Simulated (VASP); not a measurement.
Input of a VASP 6.6.1 run:

The input INCAR:

```
  PREC = Accurate
  ENCUT = 500
  EDIFF = 1E-6
  ISMEAR = -1
  SIGMA = 0.02
  LREAL = F
  LASPH = T
  NELM = 120
  ALGO = Normal
  ISIF = 2
  LWAVE = F
  LCHARG = F
  GGA = PE
  NBANDS = 15
  GGA_COMPAT = F
```

File KPOINTS:

```
Automatic mesh
0
Gamma
  7 7 7
```

Contents of POSCAR:

```
KCl
1.0
    3.7052729967      0.0000000000      0.0000000000
    0.0000000000      3.7052729967      0.0000000000
    0.0000000000      0.0000000000      3.7052729967
K Cl
1 1
Direct
    0.0000000000      0.0000000000      0.0000000000
    0.5000000000      0.5000000000      0.5000000000
```

Potentials or basis: VASP PAW PBE potentials, release 64 (K_sv, Cl).

Command:

```console
$ cat potpaw_PBE.64/K_sv/POTCAR potpaw_PBE.64/Cl/POTCAR > POTCAR
$ mpirun -np 1 vasp_std > vasp.out
```

Question: Predict the band gap on the k mesh.

Answer: 5.30 eV (least direct gap 5.50 eV).

Question: Predict the pressure.

Answer: 2.5 GPa.

Caveat: an odd mesh through Γ misses points on the zone boundary, where band edges can lie.
